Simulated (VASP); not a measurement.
Input of a VASP 6.6.1 run:

File POSCAR:

```
LiF
1.0
    0.0000000000      2.1141650707      2.1141650707
    2.1141650707      0.0000000000      2.1141650707
    2.1141650707      2.1141650707      0.0000000000
Li F
1 1
Direct
    0.0000000000      0.0000000000      0.0000000000
    0.5000000000      0.5000000000      0.5000000000
```

INCAR.step1

```
ALGO = Normal
EDIFF = 1E-5
ENCUT = 1490
GGA = PE
GGA_COMPAT = F
ISMEAR = 0
LASPH = T
LCHARG = F
LREAL = F
LWAVE = T
NBANDS = 12
NELM = 120
PREC = Accurate
SIGMA = 0.01
```

Contents of INCAR.step2:

```
ALGO = Normal
EDIFF = 1E-6
ENCUT = 1490
GGA_COMPAT = F
ISIF = 2
ISMEAR = 0
ISTART = 1
LASPH = T
LCHARG = T
LELF = T
LMIXTAU = T
LREAL = F
LVHAR = T
LWAVE = F
METAGGA = R2SCAN
NBANDS = 12
NELM = 120
PREC = Accurate
SIGMA = 0.01
```

KPOINTS

```
k-points
0
Gamma
  10 10 10
```

Potentials or basis: VASP PAW PBE potentials, release 64 (Li_sv, F_h).

Run with:

```sh
$ cat potpaw_PBE.64/Li_sv/POTCAR potpaw_PBE.64/F_h/POTCAR > POTCAR
$ cp INCAR.step1 INCAR
$ mpirun -np 1 vasp_std > vasp.out
$ cp INCAR.step2 INCAR
$ mpirun -np 1 vasp_std > vasp.out
```

Q: What does it give for the pressure?

A: -10.4 GPa.

Q: Predict the band gap on the k mesh.

A: 8.96 eV.

Caveat: the cell differs from its parent crystal (strain +6.0%); the cell stands under tension; the PAW data sets were made with another functional, which shifts forces and pressure a little. A k mesh can miss the band edges.
